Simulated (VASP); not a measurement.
# Re (I4/mmm) in VASP: notebook

Runs on Re. Level: r2SCAN. Tasks: single point.

Everything below comes from runs of VASP 6.6.1. Logs are shortened: lines on timing, memory, paths and dates and some standing lists are left out, and cuts for length are marked.

### 1 The cell of the first run

Symmetry: I4/mmm, No. 139, tetragonal system. The conventional cell has a = 2.793 Å, b = 2.793 Å, c = 3.930 Å, α = 90.00°, β = 90.00°, γ = 90.00°. Within 3.7 Å of Re (site symmetry 4/mmm) lie 12 Re at 2.79 Å.

This isn't the form of Re at room conditions, which is hcp.

### 2 Single point, r2SCAN (strain -0.0050 x Voigt [0, 1, 0, 0, 0, 0])

Input file POSCAR:

```
Re
1.0
    0.0000000000      1.9651250000      1.9750000000
    1.9750000000      0.0000000000      1.9750000000
    1.9750000000      1.9651250000      0.0000000000
Re
1
Direct
    0.0000000000      0.0000000000      0.0000000000
```

Input file INCAR.step1:

```
PREC     = Accurate       # precision mode
ENCUT    = 520            # plane-wave cutoff, eV
ISMEAR   = 0              # smearing method
SIGMA    = 0.15           # smearing width, eV
LREAL    = False          # projectors in reciprocal space
LASPH    = True           # aspherical terms in the spheres
NELM     = 100            # most SCF steps
NBANDS   = 10             # bands
GGA      = PE             # functional
ALGO     = Normal         # electronic algorithm
EDIFF    = 1E-4           # SCF threshold, eV
LWAVE    = True           # write WAVECAR
LCHARG   = False          # write CHGCAR
```

Input file INCAR.step2:

```
PREC     = Accurate       # precision mode
ENCUT    = 520            # plane-wave cutoff, eV
EDIFF    = 1E-7           # SCF threshold, eV
ISMEAR   = 0              # smearing method
SIGMA    = 0.15           # smearing width, eV
LREAL    = False          # projectors in reciprocal space
LASPH    = True           # aspherical terms in the spheres
NELM     = 100            # most SCF steps
ALGO     = Normal         # electronic algorithm
ISIF     = 2              # what is computed and relaxed
LWAVE    = False          # write WAVECAR
LCHARG   = True           # write CHGCAR
METAGGA  = R2SCAN         # meta-GGA
LMIXTAU  = True         
LELF     = True           # ELF
LVHAR    = True         
NBANDS   = 10             # bands
ISTART   = 1
```

Input file KPOINTS:

```
Automatic mesh
0
Gamma
  20 20 20
```

Potentials or basis: VASP PAW PBE potentials, release 64 (Re).

The run is started by

```sh
> cat potpaw_PBE.64/Re/POTCAR > POTCAR
> cp INCAR.step1 INCAR
> mpirun -np 1 vasp_std > vasp.out
> cp INCAR.step2 INCAR
> mpirun -np 1 vasp_std > vasp.out
```

OUTCAR:

```text
PREC = Accurate
   ENCUT = 520
   EDIFF = 1E-7
   ISMEAR = 0
   LREAL = False
   LASPH = True
   NELM = 100
   ISIF = 2
   METAGGA = R2SCAN
   ISTART = 1

 ion  position               nearest neighbor table
   1  0.000  0.000  0.000-

  LATTYP: Found a body centered tetragonal cell.
 ALAT       =     2.7930717857
 C/A-ratio  =     1.4071424946

  Lattice vectors:

 A1 = (   0.0000000000,  -1.9651250000,   1.9750000000)
 A2 = (   0.0000000000,  -1.9651250000,  -1.9750000000)
 A3 = (   1.9750000000,   1.9651250000,   0.0000000000)

Analysis of symmetry for initial positions (statically):
=====================================================================
 Subroutine PRICEL returns:
 Original cell was already a primitive cell.

 Routine SETGRP: Setting up the symmetry group for a
 body centered tetragonal supercell.

 Subroutine GETGRP returns: Found 16 space group operations
 (whereof 16 operations were pure point group operations)
 out of a pool of 16 trial point group operations.

The static configuration has the point symmetry D_4h.

Analysis of symmetry for dynamics (positions and initial velocities):
=====================================================================
 Subroutine PRICEL returns:
 Original cell was already a primitive cell.

 Routine SETGRP: Setting up the symmetry group for a
 body centered tetragonal supercell.

 Subroutine GETGRP returns: Found 16 space group operations
 (whereof 16 operations were pure point group operations)
 out of a pool of 16 trial point group operations.

The dynamic configuration has the point symmetry D_4h.

 Subroutine INISYM returns: Found 16 space group operations
 (whereof 16 operations are pure point group operations),
 and found     1 'primitive' translations

----------------------------------------------------------------------------------------

                                     Primitive cell

  volume of cell :      15.3304

  direct lattice vectors                    reciprocal lattice vectors
     0.000000000  1.965125000  1.975000000    -0.253164557  0.254436741  0.253164557
     1.975000000  0.000000000  1.975000000     0.253164557 -0.254436741  0.253164557
     1.975000000  1.965125000  0.000000000     0.253164557  0.254436741 -0.253164557

  length of vectors
     2.786097856  2.793071786  2.786097856     0.439229599  0.439229599  0.439229599

[... 77 lines left out ...]
   NELM   =    100;   NELMIN=  2; NELMDL=  0     # of ELM steps
   EDIFF  = 0.1E-06   stopping-criterion for ELM
   LREAL  =      F    real-space projection
   EDIFFG = 0.1E-05   stopping-criterion for IOM
   NSW    =      0    number of steps for IOM
   IBRION =     -1    ionic relax: 0-MD 1-quasi-New 2-CG
   NFREE  =      0    steps in history (QN), initial steepest desc. (CG)
   ISIF   =      2    stress and relaxation
   ISYM   =      2    0-nonsym 1-usesym 2-fastsym
   POTIM  = 0.5000    time-step for ionic-motion
   TEBEG  =    0.0;   TEEND  =   0.0 temperature during run
   PSTRESS=    0.0 pullay stress
   NELECT =       7.0000    total number of electrons
   NUPDOWN=      -1.0000    fix difference up-down
   EMIN   =  10.00;   EMAX   =-10.00  energy-range for DOS
   EFERMI =   0.00;   METHOD = LEGACY
   ISMEAR =     0;   SIGMA  =   0.15  broadening in eV -4-tet -1-fermi 0-gaus
   EFERMI_NEDOS =   21; number of points for ismear=-14 and -15
   IALGO  =     38    algorithm
   IMIX   =      4    mixing-type and parameters
     AMIX     =   0.40;   BMIX     =  1.00
     AMIX_MAG =   1.60;   BMIX_MAG =  1.00
  volume/ion in A,a.u.               =      15.33       103.45
  Fermi-wavevector in a.u.,A,eV,Ry     =   1.260635  2.382255 21.622389  1.589201
  Thomas-Fermi vector in A             =   2.394135
   LORBIT       =      0    0 simple, 1 ext, 2 COOP (PROOUT), +10 PAW based schemes
   METAGGA = R2SCAN    functional components
   LHFCALC =     F    Hartree Fock is set to
   AEXX    =    0.0000 exact exchange contribution
   IVDW    =     0    specifies the selected vdW correction
   LEPSILON=     F    determine dielectric tensor
   LRPA    =     F    only Hartree local field effects (RPA)
 non-spin polarized calculation
 Gauss-broadening in eV      SIGMA  =   0.15
  energy-cutoff  :      520.00
  volume of cell :       15.33
 maximum number of plane-waves:       428
 NGX is ok and might be reduce to    24
   NGX = 11   NGY = 11   NGZ = 11

 number of electron       7.0000000 magnetization

 Free energy of the ion-electron system (eV)
  ---------------------------------------------------
  ext. energy  EPLUGINS =         0.00000000
  ---------------------------------------------------
  free energy    TOTEN  =       -52.37057566 eV

  energy without entropy =      -52.36164692  energy(sigma->0) =      -52.36611129

 E-fermi :   7.5075     XC(G=0): -14.7396

 val. band max:        7.5050721299   @ k =  -0.2000   0.2500   0.1000
 cond. band min:       7.5088303130   @ k =   0.1500   0.0000   0.1500
 fundamental gap:      0.0037581830
 Fermi energy:         7.5074755388

 k-point     1 :       0.0000    0.0000    0.0000
  band No.  band energies     occupation
      1      -2.8748      2.00000
      2       5.5399      2.00000
      3       5.5399      2.00000
      4       5.6147      2.00000
      5       8.7232      0.00000
      6       8.8218      0.00000
      7      21.9490      0.00000
      8      27.7534      0.00000
      9      27.7534      0.00000
     10      27.9336      0.00000
[... 287 lines left out ...]
 k-point    24 :      -0.3500    0.0500    0.0000
  band No.  band energies     occupation
      1       0.5468      2.00000
      2       5.5695      2.00000
      3       5.6804      2.00000
      4       5.7657      2.00000
      5       9.8682      0.00000
      6      10.7523      0.00000
      7      19.4530      0.00000
      8      23.1609      0.00000
      9      29.2394      0.00000
     10      30.9285      0.00000

 [... further k-points ...]
[... 5 lines left out ...]
  --------------------------------------------------------------------------------------
  -------------------------------------------------------------------------------------
  Total       -1.3856046     -1.2573440     -1.3856046      0.0000000      0.0000000      0.0000000
  in kB     -144.8089923   -131.4045202   -144.8089923      0.0000000      0.0000000      0.0000000
  external PRESSURE =    -140.3408349 kB  Pullay stress =       0.0000000 kB

 VOLUME and BASIS-vectors are now :
 -----------------------------------------------------------------------------
  energy-cutoff  :      520.00
  volume of cell :       15.33
      direct lattice vectors                 reciprocal lattice vectors
     0.000000000  1.965125000  1.975000000    -0.253164557  0.254436741  0.253164557
     1.975000000  0.000000000  1.975000000     0.253164557 -0.254436741  0.253164557
     1.975000000  1.965125000  0.000000000     0.253164557  0.254436741 -0.253164557

 POSITION                                       TOTAL-FORCE (eV/Angst)
 -----------------------------------------------------------------------------------
      0.00000      0.00000      0.00000         0.000000     -0.000000      0.000000
 -----------------------------------------------------------------------------------
    total drift:                                0.000000     -0.000000     -0.000000

  FREE ENERGIE OF THE ION-ELECTRON SYSTEM (eV)
  ---------------------------------------------------
  free  energy   TOTEN  =       -52.3705756560 eV

  energy  without entropy=      -52.3616469247  energy(sigma->0) =      -52.36611129
```

Wall time 12 min (1 thread of Oxide Virtual Turin-like, shared host); peak memory 0.2 GiB.

Results:

| Property | Result |
| --- | --- |
| Free energy | -52.3706 eV |
| Pressure | -14.0 GPa |
| Band gap on the k mesh | zero (an odd number of electrons rules out a gap without spin polarisation) |

Stress tensor (GPa, compression positive):
```
-14.48   0.00   0.00
  0.00 -13.14   0.00
  0.00   0.00 -14.48
```

Caveat: the cell differs from its parent crystal (strain -0.0050 x Voigt [0, 1, 0, 0, 0, 0]); the cell stands under tension; the PAW data sets were made with another functional, which shifts forces and pressure a little; spin-orbit coupling is left out, which moves the levels of the heavy elements.

### 3 Single point, r2SCAN (strain +0.0050 x Voigt [0, 1, 0, 0, 0, 0])

Input file POSCAR:

```
Re
1.0
    0.0000000000      1.9848750000      1.9750000000
    1.9750000000      0.0000000000      1.9750000000
    1.9750000000      1.9848750000      0.0000000000
Re
1
Direct
    0.0000000000      0.0000000000      0.0000000000
```

Input file INCAR.step1:

```
SYSTEM = Re
PREC = Accurate
ENCUT = 520
ISMEAR = 0
SIGMA = 0.15
LREAL = .FALSE.
LASPH = .TRUE.
NELM = 80
NBANDS = 10
GGA = PE
ALGO = Normal
EDIFF = 1E-4
LWAVE = .TRUE.
LCHARG = .FALSE.
```

Input file INCAR.step2:

```
SYSTEM = Re
PREC = Accurate
ENCUT = 520
EDIFF = 1E-7
ISMEAR = 0
SIGMA = 0.15
LREAL = .FALSE.
LASPH = .TRUE.
NELM = 80
ALGO = Normal
ISIF = 2
LWAVE = .FALSE.
LCHARG = .TRUE.
METAGGA = R2SCAN
LMIXTAU = .TRUE.
LELF = .TRUE.
LVHAR = .TRUE.
NBANDS = 10
ISTART = 1
```

Input file KPOINTS:

```
regular mesh
0
G
  20 20 20
  0 0 0
```

Potentials or basis: VASP PAW PBE potentials, release 64 (Re).

The run is started by

```sh
> cat potpaw_PBE.64/Re/POTCAR > POTCAR
> cp INCAR.step1 INCAR
> mpirun -np 1 vasp_std > vasp.out
> cp INCAR.step2 INCAR
> mpirun -np 1 vasp_std > vasp.out
```

Run time: 12 min. Hardware: 1 thread of Oxide Virtual Turin-like, shared host; peak memory 0.2 GiB.

It converged, with:

| Item | Value |
| --- | --- |
| Free energy | -52.3556 eV |
| Pressure | -17.3 GPa |
| Band gap on the k mesh | zero (an odd number of electrons rules out a gap without spin polarisation) |

Stress tensor (GPa, compression positive):
```
-16.82   0.00   0.00
  0.00 -18.14   0.00
  0.00   0.00 -16.82
```

Levels at points of the mesh, in eV from the Fermi level:
| k point | band 1 | band 2 | band 3 | band 4 | band 5 | band 6 | band 7 | band 8 | band 9 |
| --- | --- | --- | --- | --- | --- | --- | --- | --- | --- |
| (0.00, 0.00, 0.00) | -10.31 | -1.96 | -1.89 | -1.89 | 1.20 | 1.29 | 14.43 | 20.12 | 20.30 |
| (0.50, 0.00, 0.00) | -6.88 | -2.09 | -2.01 | -0.01 | 3.60 | 3.64 | 9.69 | 13.92 | 20.45 |
| (0.50, 0.50, 0.00) | -6.69 | -5.90 | 2.61 | 3.62 | 4.25 | 4.32 | 12.37 | 12.44 | 12.85 |
| (0.50, 0.00, 0.50) | -6.70 | -5.89 | 2.50 | 3.63 | 4.28 | 4.28 | 12.50 | 12.50 | 12.72 |

Caveat: the cell differs from its parent crystal (strain +0.0050 x Voigt [0, 1, 0, 0, 0, 0]); the cell stands under tension; the PAW data sets were made with another functional, which shifts forces and pressure a little; spin-orbit coupling is left out, which moves the levels of the heavy elements.

### 4 Single point, r2SCAN (strain +0.0100 x Voigt [0, 1, 0, 0, 0, 0])

Input file POSCAR:

```
Re
1.0
    0.0000000000      1.9947500000      1.9750000000
    1.9750000000      0.0000000000      1.9750000000
    1.9750000000      1.9947500000      0.0000000000
Re
1
Direct
    0.0000000000      0.0000000000      0.0000000000
```

Input file INCAR.step1:

```
PREC = Accurate
ENCUT = 520
ISMEAR = 0
SIGMA = 0.15
LREAL = False
LASPH = True
NELM = 60
NBANDS = 10
GGA = PE
ALGO = Normal
EDIFF = 1E-4
LWAVE = True
LCHARG = False
```

Input file INCAR.step2:

```
PREC = Accurate
ENCUT = 520
EDIFF = 1E-6
ISMEAR = 0
SIGMA = 0.15
LREAL = False
LASPH = True
NELM = 60
ALGO = Normal
ISIF = 2
LWAVE = False
LCHARG = True
METAGGA = R2SCAN
LMIXTAU = True
LELF = True
LVHAR = True
NBANDS = 10
ISTART = 1
```

Input file KPOINTS:

```
regular mesh
0
Gamma
  20 20 20
```

The run is started by

```sh
> cat potpaw_PBE.64/Re/POTCAR > POTCAR
> cp INCAR.step1 INCAR
> mpirun -np 1 vasp_std > vasp.out
> cp INCAR.step2 INCAR
> mpirun -np 1 vasp_std > vasp.out
```

Wall time 9.5 min (1 thread of Oxide Virtual Turin-like, shared host); peak memory 0.2 GiB.

Results (log left out):

| Item | Value |
| --- | --- |
| Free energy | -52.3464 eV |
| Pressure | -18.8 GPa |
| Band gap on the k mesh | zero (an odd number of electrons rules out a gap without spin polarisation) |

Stress tensor (GPa, compression positive):
```
-17.92   0.00   0.00
  0.00 -20.53   0.00
  0.00   0.00 -17.92
```

Levels at points of the mesh, in eV from the Fermi level:
```csv
k point,band 2,band 3,band 4,band 5,band 6,band 7
"(0.00, 0.00, 0.00)",-2.00,-1.85,-1.85,1.14,1.33,14.43
"(0.50, 0.00, 0.00)",-2.12,-1.96,-0.01,3.55,3.63,9.62
"(0.50, 0.50, 0.00)",-5.86,2.63,3.59,4.18,4.32,12.27
"(0.50, 0.00, 0.50)",-5.85,2.41,3.61,4.24,4.24,12.52
```

Caveat: the cell differs from its parent crystal (strain +0.0100 x Voigt [0, 1, 0, 0, 0, 0]); the cell stands under tension; the PAW data sets were made with another functional, which shifts forces and pressure a little; spin-orbit coupling is left out, which moves the levels of the heavy elements.

### 5 The runs side by side

```tsv
cell	gap on the mesh (eV)	pressure (GPa)
a = 2.786, b = 2.793 Å, angles 59.9, 60.2, 59.9°, 1 atom	none	-14.0
a = 2.800, b = 2.793 Å, angles 60.1, 59.8, 60.1°, 1 atom	none	-17.3
a = 2.807, b = 2.793 Å, angles 60.2, 59.7, 60.2°, 1 atom	none	-18.8
```

Alike in all rows: task single point; level r2SCAN; potentials or basis VASP PAW PBE potentials, release 64 (Re); no spin polarisation; k mesh 20 × 20 × 20; cutoff (eV) 520; smearing gaussian 0.15 eV.

Caveats: the cell stands under tension; the PAW data sets were made with another functional, which shifts forces and pressure a little; spin-orbit coupling is left out, which moves the levels of the heavy elements.

Absolute energies hang on the potentials; compare differences alone.
